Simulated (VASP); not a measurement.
Input of a VASP 6.6.1 run:

File INCAR:

```
ALGO = Normal
EDIFF = 1E-7
ENCUT = 520
GGA = PS
ISIF = 2
ISMEAR = -1
LASPH = T
LCHARG = F
LREAL = F
LWAVE = F
NBANDS = 19
NELM = 80
PREC = Accurate
SIGMA = 0.05
```

Contents of KPOINTS:

```
k-points
0
Gamma
  16 16 7
```

Contents of POSCAR:

```
Cd
1.0
    2.9788725081      0.0000000000      0.0000000000
   -1.4894362540      2.5797792666      0.0000000000
    0.0000000000      0.0000000000      5.6176500000
Cd
2
Direct
    0.3333333333      0.6666666667      0.2500000000
    0.6666666667      0.3333333333      0.7500000000
```

Potentials or basis: VASP PAW PBE potentials, release 64 (Cd).

Run with:

```console
$ cat potpaw_PBE.64/Cd/POTCAR > POTCAR
$ mpirun -np 1 vasp_std > vasp.out
```

Q: Predict the band gap on the k mesh.

A: Zero (band 12 reaches 3.69 eV, above the bottom of band 13 at -0.25 eV).

Q: Predict the pressure.

A: -1.2 GPa.

Stress tensor (GPa, compression positive):
```
-1.14  0.00  0.00
 0.00 -1.14  0.00
 0.00  0.00 -1.37
```

Caveat: the PAW data sets were made with another functional, which shifts forces and pressure a little.
